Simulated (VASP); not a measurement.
# AlRu (rocksalt type) (Fm-3m) in VASP: a series of runs

AlRu (rocksalt type) is run at these levels: PBE; tasks: single point.

All numbers are computed with VASP 6.6.1; they aren't measurements. Logs are shortened: lines on timing, memory, paths and dates and some standing lists are left out, and cuts for length are marked.

## (1) The cell of the first run

It takes space group Fm-3m (No. 225, cubic). Conventional cell: a = 4.884 Å, b = 4.884 Å, c = 4.884 Å, α = 90.00°, β = 90.00°, γ = 90.00°. Ru (site symmetry m-3m) has 6 Al at 2.44 Å within 3.2 Å. Within 3.2 Å of Al (site symmetry m-3m) lie 6 Ru at 2.44 Å.

## (2) Single point, PBE (14.56 Å³/atom)

Input file INCAR:

```
SYSTEM = AlRu
PREC = Accurate ; ENCUT = 520
EDIFF = 1E-7 ; ISMEAR = -1
SIGMA = 0.1 ; LREAL = .False.
LASPH = .True. ; NELM = 60
ALGO = Normal ; ISIF = 2
LWAVE = .False. ; LCHARG = .False.
GGA = PE ; NBANDS = 16
```

Input file KPOINTS:

```
regular mesh
0
Gamma
  14 14 14
  0 0 0
```

Input file POSCAR:

```
AlRu
1.0
    0.0000000000      2.4419532931      2.4419532931
    2.4419532931      0.0000000000      2.4419532931
    2.4419532931      2.4419532931      0.0000000000
Ru Al
1 1
Direct
    0.0000000000      0.0000000000      0.0000000000
    0.5000000000      0.5000000000      0.5000000000
```

Potentials or basis: VASP PAW PBE potentials, release 64 (Ru_pv, Al).

Command:

```sh
$ cat potpaw_PBE.64/Ru_pv/POTCAR potpaw_PBE.64/Al/POTCAR > POTCAR
$ mpirun -np 1 vasp_std > vasp.out
```

OUTCAR:

```text
SYSTEM = AlRu
   PREC = Accurate
   ENCUT = 520
   EDIFF = 1E-7
   ISMEAR = -1
   LREAL = .False.
   LASPH = .True.
   NELM = 60
   ISIF = 2
   GGA = PE

 ion  position               nearest neighbor table
   1  0.000  0.000  0.000-   2 2.44   2 2.44   2 2.44   2 2.44   2 2.44   2 2.44
   2  0.500  0.500  0.500-   1 2.44   1 2.44   1 2.44   1 2.44   1 2.44   1 2.44

  LATTYP: Found a face centered cubic cell.
 ALAT       =     4.8839065862

  Lattice vectors:

 A1 = (   0.0000000000,   2.4419532931,   2.4419532931)
 A2 = (   2.4419532931,   0.0000000000,   2.4419532931)
 A3 = (   2.4419532931,   2.4419532931,   0.0000000000)

Analysis of symmetry for initial positions (statically):
=====================================================================
 Subroutine PRICEL returns:
 Original cell was already a primitive cell.

 Routine SETGRP: Setting up the symmetry group for a
 face centered cubic supercell.

 Subroutine GETGRP returns: Found 48 space group operations
 (whereof 48 operations were pure point group operations)
 out of a pool of 48 trial point group operations.

The static configuration has the point symmetry O_h .

Analysis of symmetry for dynamics (positions and initial velocities):
=====================================================================
 Subroutine PRICEL returns:
 Original cell was already a primitive cell.

 Routine SETGRP: Setting up the symmetry group for a
 face centered cubic supercell.

 Subroutine GETGRP returns: Found 48 space group operations
 (whereof 48 operations were pure point group operations)
 out of a pool of 48 trial point group operations.

The dynamic configuration has the point symmetry O_h .

 Subroutine INISYM returns: Found 48 space group operations
 (whereof 48 operations are pure point group operations),
 and found     1 'primitive' translations

----------------------------------------------------------------------------------------

                                     Primitive cell

  volume of cell :      29.1234

  direct lattice vectors                    reciprocal lattice vectors
     0.000000000  2.441953293  2.441953293    -0.204754121  0.204754121  0.204754121
     2.441953293  0.000000000  2.441953293     0.204754121 -0.204754121  0.204754121
     2.441953293  2.441953293  0.000000000     0.204754121  0.204754121 -0.204754121

  length of vectors
     3.453443466  3.453443466  3.453443466     0.354644541  0.354644541  0.354644541

  position of ions in fractional coordinates (direct lattice)
     0.000000000  0.000000000  0.000000000
     0.500000000  0.500000000  0.500000000

  ion indices of the primitive-cell ions
   primitive index   ion index
                 1           1
                 2           2

----------------------------------------------------------------------------------------

 KPOINTS: regular mesh

Automatic generation of k-mesh.
 Grid dimensions read from file:
 generate k-points for:   14   14   14

 Generating k-lattice:

  Cartesian coordinates                     Fractional coordinates (reciprocal lattice)
    -0.014625294  0.014625294  0.014625294     0.071428571  0.000000000  0.000000000
     0.014625294 -0.014625294  0.014625294     0.000000000  0.071428571  0.000000000
     0.014625294  0.014625294 -0.014625294     0.000000000  0.000000000  0.071428571

  Length of vectors
     0.025331753  0.025331753  0.025331753

  Shift w.r.t. Gamma in fractional coordinates (k-lattice)
     0.000000000  0.000000000  0.000000000

 Subroutine IBZKPT returns following result:
 ===========================================

 Found    104 irreducible k-points:

 Following reciprocal coordinates:
            Coordinates               Weight
  0.000000  0.000000  0.000000      1.000000
  0.071429  0.000000  0.000000      8.000000
  0.142857  0.000000  0.000000      8.000000
  0.214286  0.000000  0.000000      8.000000
  0.285714  0.000000  0.000000      8.000000
  0.357143  0.000000  0.000000      8.000000
[... 16 lines left out ...]
  0.214286  0.142857  0.000000     24.000000
  0.285714  0.142857  0.000000     24.000000
 [... further k-points ...]
   k-points           NKPTS =    104   k-points in BZ     NKDIM =    104   number of bands    NBANDS=     16
   number of dos      NEDOS =    301   number of ions     NIONS =      2
   total plane-waves  NPLWV =  21952
   dimension x,y,z NGX =    28 NGY =   28 NGZ =   28
   dimension x,y,z NGXF=    56 NGYF=   56 NGZF=   56
   ions per type =               1   1
   NGX,Y,Z   is equivalent  to a cutoff of  13.48, 13.48, 13.48 a.u.
   NGXF,Y,Z  is equivalent  to a cutoff of  26.96, 26.96, 26.96 a.u.
 SYSTEM =  AlRu
   PREC   = accura    normal or accurate (medium, high low for compatibility)
   ISTART =      0    job   : 0-new  1-cont  2-samecut
   ICHARG =      2    charge: 1-file 2-atom 10-const
   ISPIN  =      1    spin polarized calculation?
   LNONCOLLINEAR =      F non collinear calculations
   LSORBIT =      F    spin-orbit coupling
   LASPH  =      T    aspherical Exc in radial PAW
   ENCUT  =  520.0 eV  38.22 Ry    6.18 a.u.   6.42  6.42  6.42*2*pi/ulx,y,z
   NELM   =     60;   NELMIN=  2; NELMDL= -5     # of ELM steps
   EDIFF  = 0.1E-06   stopping-criterion for ELM
   LREAL  =      F    real-space projection
   EDIFFG = 0.1E-05   stopping-criterion for IOM
   NSW    =      0    number of steps for IOM
   IBRION =     -1    ionic relax: 0-MD 1-quasi-New 2-CG
   NFREE  =      0    steps in history (QN), initial steepest desc. (CG)
   ISIF   =      2    stress and relaxation
   ISYM   =      2    0-nonsym 1-usesym 2-fastsym
   POTIM  = 0.5000    time-step for ionic-motion
   TEBEG  =    0.0;   TEEND  =   0.0 temperature during run
   PSTRESS=    0.0 pullay stress
   NELECT =      17.0000    total number of electrons
   NUPDOWN=      -1.0000    fix difference up-down
   EMIN   =  10.00;   EMAX   =-10.00  energy-range for DOS
   EFERMI =   0.00;   METHOD = LEGACY
   ISMEAR =    -1;   SIGMA  =   0.10  broadening in eV -4-tet -1-fermi 0-gaus
   EFERMI_NEDOS =   21; number of points for ismear=-14 and -15
   IALGO  =     38    algorithm
   IMIX   =      4    mixing-type and parameters
     AMIX     =   0.40;   BMIX     =  1.00
     AMIX_MAG =   1.60;   BMIX_MAG =  1.00
  volume/ion in A,a.u.               =      14.56        98.27
  Fermi-wavevector in a.u.,A,eV,Ry     =   1.368182  2.585489 25.469035  1.871921
  Thomas-Fermi vector in A             =   2.494168
   LORBIT       =      0    0 simple, 1 ext, 2 COOP (PROOUT), +10 PAW based schemes
   GGA     = PE    functional components
   LHFCALC =     F    Hartree Fock is set to
   AEXX    =    0.0000 exact exchange contribution
   IVDW    =     0    specifies the selected vdW correction
   LEPSILON=     F    determine dielectric tensor
   LRPA    =     F    only Hartree local field effects (RPA)
 non-spin polarized calculation
  energy-cutoff  :      520.00
  volume of cell :       29.12
 maximum number of plane-waves:       801
 NGX is ok and might be reduce to    28
   NGX = 13   NGY = 13   NGZ = 13

 number of electron      16.9999998 magnetization

 Free energy of the ion-electron system (eV)
  ---------------------------------------------------
  ext. energy  EPLUGINS =         0.00000000
  ---------------------------------------------------
  free energy    TOTEN  =       -12.65812443 eV

  energy without entropy =      -12.59331688  energy(sigma->0) =      -12.62572066

 E-fermi :   9.8415     XC(G=0): -12.0379

 val. band max:        9.8367536648   @ k =  -0.2857   0.2143   0.0000
 cond. band min:       9.8451002914   @ k =   0.5000   0.4286   0.0000
 fundamental gap:      0.0083466266
 Fermi energy:         9.8414540934

 k-point     1 :       0.0000    0.0000    0.0000
  band No.  band energies     occupation
      1     -32.0584      2.00000
      2     -32.0584      2.00000
      3     -32.0584      2.00000
      4       0.4796      2.00000
      5       7.6388      2.00000
      6       7.6388      2.00000
[... 8 lines left out ...]
     15      23.7326      0.00000
     16      23.7326      0.00000

 k-point     2 :       0.0714    0.0000    0.0000
  band No.  band energies     occupation
      1     -32.0628      2.00000
      2     -32.0591      2.00000
      3     -32.0591      2.00000
      4       0.5893      2.00000
      5       7.5654      2.00000
      6       7.6726      2.00000
[... 8 lines left out ...]
     15      23.5402      0.00000
     16      23.5733      0.00000

 k-point     3 :       0.1429    0.0000    0.0000
  band No.  band energies     occupation
      1     -32.0750      2.00000
      2     -32.0611      2.00000
      3     -32.0611      2.00000
      4       0.9137      2.00000
      5       7.3600      2.00000
      6       7.6285      2.00000
[... 8 lines left out ...]
     15      23.0291      0.00000
     16      23.0291      0.00000

 k-point     4 :       0.2143    0.0000    0.0000
  band No.  band energies     occupation
      1     -32.0927      2.00000
      2     -32.0639      2.00000
      3     -32.0639      2.00000
      4       1.4373      2.00000
      5       7.0547      2.00000
      6       7.4246      2.00000
[... 8 lines left out ...]
     15      22.1498      0.00000
     16      22.4764      0.00000

 k-point     5 :       0.2857    0.0000    0.0000
  band No.  band energies     occupation
      1     -32.1122      2.00000
      2     -32.0671      2.00000
      3     -32.0671      2.00000
      4       2.1311      2.00000
      5       6.6736      2.00000
      6       7.1929      2.00000
[... 8 lines left out ...]
     15      21.3050      0.00000
     16      22.4765      0.00000

 k-point     6 :       0.3571    0.0000    0.0000
  band No.  band energies     occupation
      1     -32.1298      2.00000
      2     -32.0699      2.00000
      3     -32.0699      2.00000
      4       2.9463      2.00000
      5       6.2139      2.00000
      6       6.9959      2.00000
[... 8 lines left out ...]
     15      20.9217      0.00000
     16      22.4765      0.00000

 k-point     7 :       0.4286    0.0000    0.0000
  band No.  band energies     occupation
      1     -32.1419      2.00000
      2     -32.0719      2.00000
      3     -32.0719      2.00000
      4       3.7912      2.00000
      5       5.6629      2.00000
      6       6.8663      2.00000
[... 8 lines left out ...]
     15      20.9867      0.00000
     16      22.4765      0.00000

 k-point     8 :       0.5000    0.0000    0.0000
  band No.  band energies     occupation
      1     -32.1462      2.00000
      2     -32.0726      2.00000
      3     -32.0726      2.00000
      4       4.3272      2.00000
      5       5.2422      2.00000
      6       6.8214      2.00000
[... 8 lines left out ...]
     15      21.0687      0.00000
     16      22.4765      0.00000

 k-point     9 :       0.0714    0.0714    0.0000
  band No.  band energies     occupation
      1     -32.0628      2.00000
      2     -32.0601      2.00000
      3     -32.0601      2.00000
      4       0.6254      2.00000
      5       7.5438      2.00000
      6       7.6963      2.00000
[... 8 lines left out ...]
     15      23.3370      0.00000
     16      23.3370      0.00000
[... 172 lines left out ...]
 k-point    19 :      -0.2143    0.0714    0.0000
  band No.  band energies     occupation
      1     -32.0998      2.00000
      2     -32.0688      2.00000
      3     -32.0642      2.00000
      4       1.7393      2.00000
      5       6.9163      2.00000
      6       7.2998      2.00000
[... 8 lines left out ...]
     15      21.7623      0.00000
     16      22.4767      0.00000

 k-point    20 :      -0.1429    0.0714    0.0000
  band No.  band energies     occupation
      1     -32.0821      2.00000
      2     -32.0652      2.00000
      3     -32.0614      2.00000
      4       1.1600      2.00000
      5       7.2344      2.00000
      6       7.5146      2.00000
[... 8 lines left out ...]
     15      22.4767      0.00000
     16      23.0883      0.00000

 k-point    21 :      -0.0714    0.0714    0.0000
  band No.  band energies     occupation
      1     -32.0689      2.00000
      2     -32.0617      2.00000
      3     -32.0596      2.00000
      4       0.7702      2.00000
      5       7.4557      2.00000
      6       7.6532      2.00000
[... 8 lines left out ...]
     15      22.6963      0.00000
     16      23.6382      0.00000

 k-point    22 :       0.1429    0.1429    0.0000
  band No.  band energies     occupation
      1     -32.0749      2.00000
      2     -32.0646      2.00000
      3     -32.0646      2.00000
      4       1.0505      2.00000
      5       7.2900      2.00000
      6       7.4603      2.00000
[... 8 lines left out ...]
     15      22.7154      0.00000
     16      22.8254      0.00000

 k-point    23 :       0.2143    0.1429    0.0000
  band No.  band energies     occupation
      1     -32.0863      2.00000
      2     -32.0678      2.00000
      3     -32.0672      2.00000
      4       1.4256      2.00000
      5       7.0932      2.00000
      6       7.1974      2.00000
[... 8 lines left out ...]
     15      22.4772      0.00000
     16      22.6620      0.00000

 k-point    24 :       0.2857    0.1429    0.0000
  band No.  band energies     occupation
      1     -32.1021      2.00000
      2     -32.0712      2.00000
      3     -32.0704      2.00000
      4       1.9823      2.00000
      5       6.7800      2.00000
      6       6.9805      2.00000
[... 8 lines left out ...]
     15      22.4742      0.00000
     16      22.4770      0.00000

 [... further k-points ...]
[... 5 lines left out ...]
  --------------------------------------------------------------------------------------
  -------------------------------------------------------------------------------------
  Total        1.8356911      1.8356911      1.8356911      0.0000000      0.0000000     -0.0000000
  in kB      100.9876202    100.9876202    100.9876202      0.0000000      0.0000000     -0.0000000
  external PRESSURE =     100.9876202 kB  Pullay stress =       0.0000000 kB

 VOLUME and BASIS-vectors are now :
 -----------------------------------------------------------------------------
  energy-cutoff  :      520.00
  volume of cell :       29.12
      direct lattice vectors                 reciprocal lattice vectors
     0.000000000  2.441953293  2.441953293    -0.204754121  0.204754121  0.204754121
     2.441953293  0.000000000  2.441953293     0.204754121 -0.204754121  0.204754121
     2.441953293  2.441953293  0.000000000     0.204754121  0.204754121 -0.204754121

 POSITION                                       TOTAL-FORCE (eV/Angst)
 -----------------------------------------------------------------------------------
      0.00000      0.00000      0.00000         0.000000      0.000000     -0.000000
      2.44195      2.44195      2.44195         0.000000      0.000000      0.000000
 -----------------------------------------------------------------------------------
    total drift:                               -0.000000     -0.000000      0.000000

  FREE ENERGIE OF THE ION-ELECTRON SYSTEM (eV)
  ---------------------------------------------------
  free  energy   TOTEN  =       -12.6581244274 eV

  energy  without entropy=      -12.5933168838  energy(sigma->0) =      -12.62572066
```

Run time: 62 s. Hardware: 1 thread of Intel Xeon 8259CL, shared host; peak memory 0.19 GiB.

Results:

| Property | Result |
| --- | --- |
| Free energy | -12.6581 eV |
| Pressure | 10.1 GPa |
| Band gap on the k mesh | zero (an odd number of electrons rules out a gap without spin polarisation) |

Levels at points of the mesh, in eV from the Fermi level:
```csv
k point,band 5,band 6,band 7,band 8,band 9,band 10,band 11,band 12,band 13,band 14
"(0.00, 0.00, 0.00)",-2.20,-2.20,-2.20,-1.85,-1.85,6.88,6.88,6.88,10.07,12.64
"(0.50, 0.00, 0.00)",-4.60,-3.02,-3.02,-0.35,-0.35,1.43,7.49,8.14,8.14,11.23
"(0.50, 0.50, 0.00)",-3.78,-2.58,-1.04,0.09,0.09,2.37,2.52,2.52,9.20,10.57
```

Caveat: the cell stands under pressure.

## (3) Single point, PBE

This run uses another cell than the first one, of 15.49 Å³/atom.

Input file INCAR:

```
SYSTEM = AlRu
ALGO = Normal
EDIFF = 1E-6
ENCUT = 520
GGA = PE
ISIF = 2
ISMEAR = -1
LASPH = .TRUE.
LCHARG = .FALSE.
LREAL = .FALSE.
LWAVE = .FALSE.
NBANDS = 16
NELM = 80
PREC = Accurate
SIGMA = 0.1
```

Input file KPOINTS:

```
k-points
0
G
  14 14 14
  0 0 0
```

Input file POSCAR:

```
AlRu
1.0
    0.0000000000      2.4928418966      2.4928418966
    2.4928418966      0.0000000000      2.4928418966
    2.4928418966      2.4928418966      0.0000000000
Ru Al
1 1
Direct
    0.0000000000      0.0000000000      0.0000000000
    0.5000000000      0.5000000000      0.5000000000
```

Potentials or basis: VASP PAW PBE potentials, release 64 (Ru_pv, Al).

Command:

```sh
$ cat potpaw_PBE.64/Ru_pv/POTCAR potpaw_PBE.64/Al/POTCAR > POTCAR
$ mpirun -np 1 vasp_std > vasp.out
```

Run time: 61 s. Hardware: 1 thread of Intel Xeon 8259CL, shared host; peak memory 0.19 GiB.

Results (log left out):

| Item | Value |
| --- | --- |
| Free energy | -12.7144 eV |
| Pressure | 0.0 GPa |
| Band gap on the k mesh | zero (an odd number of electrons rules out a gap without spin polarisation) |

Levels at points of the mesh, in eV from the Fermi level:
```tsv
k point	band 6	band 7	band 8	band 9	band 10	band 11	band 12	band 13
(0.00, 0.00, 0.00)	-1.98	-1.98	-1.68	-1.68	6.55	6.55	6.55	10.07
(0.50, 0.00, 0.00)	-2.79	-2.79	-0.32	-0.32	1.27	7.33	7.93	7.93
(0.50, 0.50, 0.00)	-2.43	-0.95	0.08	0.08	2.16	2.41	2.41	8.44
```
